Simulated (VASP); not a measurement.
A run of VASP 6.6.1 is set up as follows.

File INCAR:

```
PREC     = Accurate       # precision mode
ENCUT    = 520            # plane-wave cutoff, eV
EDIFF    = 1E-6           # SCF threshold, eV
ISMEAR   = 1              # smearing method
SIGMA    = 0.05           # smearing width, eV
LREAL    = F              # projectors in reciprocal space
LASPH    = T              # aspherical terms in the spheres
NELM     = 80             # most SCF steps
ALGO     = Normal         # electronic algorithm
ISIF     = 2              # what is computed and relaxed
LWAVE    = F              # write WAVECAR
LCHARG   = F              # write CHGCAR
GGA      = CA             # functional
NBANDS   = 14             # bands
```

File KPOINTS:

```
Automatic mesh
0
Gamma
  10 10 10
```

File POSCAR:

```
Na
1.0
    0.0000000000      3.6491511449      3.6491511449
    3.6491511449      0.0000000000      3.6491511449
    3.6491511449      3.6491511449      0.0000000000
Na
2
Direct
    0.0000000000      0.0000000000      0.0000000000
    0.2500000000      0.2500000000      0.2500000000
```

Potentials or basis: VASP PAW LDA potentials, release 64 (Na_pv).

Launch:

```bash
$ cat potpaw_LDA.64/Na_pv/POTCAR > POTCAR
$ mpirun -np 1 vasp_std > vasp.out
```

Q: Predict the pressure.

A: 0.0 GPa.

Q: Predict the band gap on the k mesh.

A: Zero (bands 7 and 8 overlap by 0.73 eV).
